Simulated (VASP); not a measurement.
# PbSe (Pm-3m) in VASP: notebook, part 2 of 2

VASP 6.6.1. Earlier steps stand in the parts before.

## 4. Single point, PBEsol

This run uses another cell than the first one, of 28.18 Å³/atom, 1.040 times its volume.

File INCAR:

```
SYSTEM = PbSe
PREC = Accurate
ENCUT = 500
EDIFF = 1E-6
ISMEAR = -1
SIGMA = 0.05
LREAL = .False.
LASPH = .True.
NELM = 120
ALGO = Normal
ISIF = 2
LWAVE = .False.
LCHARG = .True.
GGA = PS
LELF = .True.
LVHAR = .True.
NBANDS = 17
GGA_COMPAT = .False.
```

File KPOINTS:

```
Automatic mesh
0
Gamma
  6 6 6
  0 0 0
```

File POSCAR:

```
PbSe
1.0
    3.8341193951      0.0000000000      0.0000000000
    0.0000000000      3.8341193951      0.0000000000
    0.0000000000      0.0000000000      3.8341193951
Pb Se
1 1
Direct
    0.0000000000      0.0000000000      0.0000000000
    0.5000000000      0.5000000000      0.5000000000
```

Potentials or basis: VASP PAW PBE potentials, release 64 (Pb_d, Se).

Started as:

```console
> cat potpaw_PBE.64/Pb_d/POTCAR potpaw_PBE.64/Se/POTCAR > POTCAR
> mpirun -np 1 vasp_std > vasp.out
```

OUTCAR:

```text
SYSTEM = PbSe
   PREC = Accurate
   ENCUT = 500
   EDIFF = 1E-6
   ISMEAR = -1
   LREAL = .False.
   LASPH = .True.
   NELM = 120
   ISIF = 2
   GGA = PS

 ion  position               nearest neighbor table
   1  0.000  0.000  0.000-   2 3.32   2 3.32   2 3.32   2 3.32   2 3.32   2 3.32   2 3.32   2 3.32

   2  0.500  0.500  0.500-   1 3.32   1 3.32   1 3.32   1 3.32   1 3.32   1 3.32   1 3.32   1 3.32

  LATTYP: Found a simple cubic cell.
 ALAT       =     3.8341193951

[... 581 lines left out ...]

------------------------ aborting loop because EDIFF is reached ----------------------------------------

  FORCE on cell =-STRESS in cart. coord.  units (eV):
  Direction    XX          YY          ZZ          XY          YZ          ZX
  --------------------------------------------------------------------------------------
  -------------------------------------------------------------------------------------
  Total       -1.6349563     -1.6349563     -1.6349563      0.0000000      0.0000000      0.0000000
  in kB      -46.4750470    -46.4750470    -46.4750470      0.0000000      0.0000000      0.0000000
  external PRESSURE =     -46.4750470 kB  Pullay stress =       0.0000000 kB

 VOLUME and BASIS-vectors are now :
 -----------------------------------------------------------------------------
  energy-cutoff  :      500.00
  volume of cell :       56.36
      direct lattice vectors                 reciprocal lattice vectors
     3.834119395  0.000000000  0.000000000     0.260816082  0.000000000  0.000000000
     0.000000000  3.834119395  0.000000000     0.000000000  0.260816082  0.000000000
     0.000000000  0.000000000  3.834119395     0.000000000  0.000000000  0.260816082

 POSITION                                       TOTAL-FORCE (eV/Angst)
 -----------------------------------------------------------------------------------
      0.00000      0.00000      0.00000         0.000000      0.000000      0.000000
      1.91706      1.91706      1.91706         0.000000      0.000000      0.000000
 -----------------------------------------------------------------------------------
    total drift:                               -0.000000      0.000000      0.000000

  FREE ENERGIE OF THE ION-ELECTRON SYSTEM (eV)
  ---------------------------------------------------
  free  energy   TOTEN  =        -8.4158631868 eV

  energy  without entropy=       -8.4054647781  energy(sigma->0) =       -8.41066398
```

OSZICAR:

```text
N       E                     dE             d eps       ncg     rms          rms(c)
DAV:   1     0.159019173259E+03    0.15902E+03   -0.93305E+03   680   0.120E+03
DAV:   2     0.273537566550E+01   -0.15628E+03   -0.15110E+03   705   0.309E+02
DAV:   3    -0.859326882006E+01   -0.11329E+02   -0.11032E+02   925   0.863E+01
DAV:   4    -0.885126058966E+01   -0.25799E+00   -0.25776E+00   821   0.147E+01
DAV:   5    -0.885997799133E+01   -0.87174E-02   -0.87171E-02   933   0.260E+00    0.274E+00
DAV:   6    -0.842586614066E+01    0.43411E+00   -0.10712E+00   975   0.695E+00    0.141E+00
DAV:   7    -0.841953838753E+01    0.63278E-02   -0.93927E-02   805   0.148E+00    0.825E-01
DAV:   8    -0.842043972503E+01   -0.90134E-03   -0.35629E-02   838   0.138E+00    0.305E-01
DAV:   9    -0.841697206732E+01    0.34677E-02   -0.30484E-02   986   0.103E+00    0.162E-01
DAV:  10    -0.841587149494E+01    0.11006E-02   -0.46475E-03   924   0.417E-01    0.350E-02
DAV:  11    -0.841586711064E+01    0.43843E-05   -0.21546E-04   785   0.901E-02    0.107E-02
DAV:  12    -0.841586362736E+01    0.34833E-05   -0.14472E-05   867   0.190E-02    0.363E-03
DAV:  13    -0.841586318676E+01    0.44060E-06   -0.12497E-06   550   0.542E-03
   1 F= -.84158632E+01 E0= -.84106640E+01  d E =-.103984E-01
```

Run time: 8.2 s. Hardware: 1 thread of Intel Xeon 6975P-C (Granite Rapids), shared host; peak memory 0.16 GiB.

What came out:

```yaml
Free_energy: -8.4159 eV
Pressure: -4.6 GPa
Band_gap_on_the_k_mesh: zero (band 10 reaches 4.86 eV, above the bottom of band 11 at 4.23 eV)
```

Levels at points of the mesh, in eV from the Fermi level:
| k point | band 8 | band 9 | band 10 | band 11 | band 12 | band 13 |
| --- | --- | --- | --- | --- | --- | --- |
| (0.00, 0.00, 0.00) | -1.45 | -1.45 | -1.45 | 5.04 | 5.04 | 5.72 |
| (0.50, 0.00, 0.00) | -0.40 | -0.28 | -0.28 | -0.04 | 3.25 | 3.25 |
| (0.50, 0.50, 0.00) | -4.19 | -4.19 | -0.02 | 3.90 | 3.90 | 4.72 |
| (0.50, 0.50, 0.50) | -2.26 | -2.26 | -2.26 | -0.60 | -0.60 | -0.60 |

Caveat: the PAW data sets were made with another functional, which shifts forces and pressure a little; spin-orbit coupling is left out, which moves the levels of the heavy elements.

## 5. Single point, PBEsol

This run uses another cell than the first one, of 28.72 Å³/atom, 1.060 times its volume.

File INCAR:

```
SYSTEM = PbSe
PREC = Accurate
ENCUT = 500
EDIFF = 1E-6
ISMEAR = -1
SIGMA = 0.05
LREAL = .FALSE.
LASPH = .TRUE.
NELM = 120
ALGO = Normal
ISIF = 2
LWAVE = .FALSE.
LCHARG = .FALSE.
GGA = PS
NBANDS = 17
GGA_COMPAT = .FALSE.
```

File KPOINTS:

```
regular mesh
0
G
  6 6 6
  0 0 0
```

File POSCAR:

```
PbSe
1.0
    3.8585411961      0.0000000000      0.0000000000
    0.0000000000      3.8585411961      0.0000000000
    0.0000000000      0.0000000000      3.8585411961
Pb Se
1 1
Direct
    0.0000000000      0.0000000000      0.0000000000
    0.5000000000      0.5000000000      0.5000000000
```

Started as:

```console
> cat potpaw_PBE.64/Pb_d/POTCAR potpaw_PBE.64/Se/POTCAR > POTCAR
> mpirun -np 1 vasp_std > vasp.out
```

Run time: 7.4 s. Hardware: 1 thread of Intel Xeon 6975P-C (Granite Rapids), shared host; peak memory 0.16 GiB.

Results (log left out):

```
Free energy            : -8.3828 eV
Pressure               : -5.3 GPa
Band gap on the k mesh : zero (band 10 reaches 4.65 eV, above the bottom of band 11 at 4.08 eV)
```

Levels at points of the mesh, in eV from the Fermi level:
```csv
k point,band 6,band 7,band 8,band 9,band 10,band 11,band 12,band 13,band 14,band 15
"(0.00, 0.00, 0.00)",-12.92,-7.27,-1.41,-1.41,-1.41,5.05,5.05,5.59,5.59,5.59
"(0.50, 0.00, 0.00)",-11.99,-8.83,-0.44,-0.27,-0.27,-0.06,3.20,3.20,6.48,8.09
"(0.50, 0.50, 0.00)",-11.46,-7.53,-4.09,-4.09,-0.02,3.82,3.82,4.62,6.53,8.26
"(0.50, 0.50, 0.50)",-11.24,-6.62,-2.20,-2.20,-2.20,-0.56,-0.56,-0.56,13.04,13.04
```

Caveat: the PAW data sets were made with another functional, which shifts forces and pressure a little; spin-orbit coupling is left out, which moves the levels of the heavy elements.

## 6. The runs side by side

| cell | gap on the mesh (eV) | pressure (GPa) |
| --- | --- | --- |
| a = 3.784 Å, 2 atoms | none | -3.2 |
| a = 3.809 Å, 2 atoms | none | -4.0 |
| a = 3.834 Å, 2 atoms | none | -4.6 |
| a = 3.859 Å, 2 atoms | none | -5.3 |

Alike in all rows: task single point; level PBEsol; potentials or basis VASP PAW PBE potentials, release 64 (Pb_d, Se); no spin polarisation; k mesh 6 × 6 × 6; cutoff (eV) 500; smearing fermi-dirac 0.05 eV.

Caveats: the PAW data sets were made with another functional, which shifts forces and pressure a little; spin-orbit coupling is left out, which moves the levels of the heavy elements.

Total energies depend on the potentials used, so only differences within one code and one set of settings carry meaning.
